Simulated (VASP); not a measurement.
## Cs: single point with PBEsol

Cs:

```xyz
1
Lattice="-3.0225 3.0225 3.0225 3.0225 -3.0225 3.0225 3.0225 3.0225 -3.0225" Properties=species:S:1:pos:R:3 pbc="T T T"
Cs    0.0000    0.0000    0.0000
```

| Property | Result |
| --- | --- |
| Program | VASP 6.6.1 |
| Task | single point |
| Functional | PBEsol |
| Potentials or basis | VASP PAW PBE potentials, release 64 (Cs_sv) |
| Cutoff | 520 eV |
| k mesh | 9 × 9 × 9 |
| Occupations | fermi-dirac, width 0.05 eV |
| Spin | no spin polarisation |
| Dipole correction | no |
| Further INCAR settings | ALGO = Normal; EDIFF = 1e-06; NBANDS = 10 |

| Item | Value |
| --- | --- |
| Pressure | 0.0 GPa |

Levels at points of the mesh, in eV from the Fermi level:
| k point | band 1 | band 2 | band 3 | band 4 | band 5 | band 6 | band 7 | band 8 | band 9 | band 10 |
| --- | --- | --- | --- | --- | --- | --- | --- | --- | --- | --- |
| (0.00, 0.00, 0.00) | -23.82 | -10.54 | -10.54 | -10.54 | -1.72 | 2.52 | 2.52 | 2.52 | 3.43 | 3.43 |

It took 20 s on 1 thread of AMD EPYC 9R45 (Zen 5), with other jobs on the host, peak memory 0.2 GiB.

Caveat: the PAW data sets were made with another functional, which shifts forces and pressure a little; spin-orbit coupling is left out, which moves the levels of the heavy elements.
